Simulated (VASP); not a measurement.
Crystal: HgTe.

```xyz
2
Lattice="-2.9834 2.9834 1.5276 2.9834 -2.9834 1.5276 2.9834 2.9834 -1.5276" Properties=species:S:1:pos:R:3 pbc="T T T"
Hg    0.0000    2.9834    0.7638
Te    0.0000    0.0000    0.0000
```

Base run:

| Property | Result |
| --- | --- |
| Program | VASP 6.6.1 |
| Functional | PBE |
| Potentials or basis | VASP PAW PBE potentials, release 64 (Hg, Te) |
| Cutoff | 520 eV |
| k mesh | 10 × 10 × 10 |
| Occupations | fermi-dirac, width 0.05 eV |
| Spin | no spin polarisation |

Its results: band gap on the k mesh zero (bands 9 and 10 overlap by 3.72 eV); pressure 3.1 GPa.

After a change of settings the same cell gave: band gap on the k mesh zero (bands 9 and 10 overlap by 3.86 eV); pressure 2.1 GPa. Which change was it?
A. functional from PBE to r2SCAN0; cutoff from 520 eV to 440 eV; k mesh from 10 × 10 × 10 to 5 × 5 × 5
B. functional from PBE to r2SCAN
C. functional from PBE to LDA; potentials or basis from VASP PAW PBE potentials, release 64 (Hg, Te) to VASP PAW LDA potentials, release 64 (Hg, Te)

B.

Caveats: spin-orbit coupling is left out, which moves the levels of the heavy elements; the cell stands under pressure (at least some runs); the PAW data sets were made with another functional, which shifts forces and pressure a little (at least some runs).
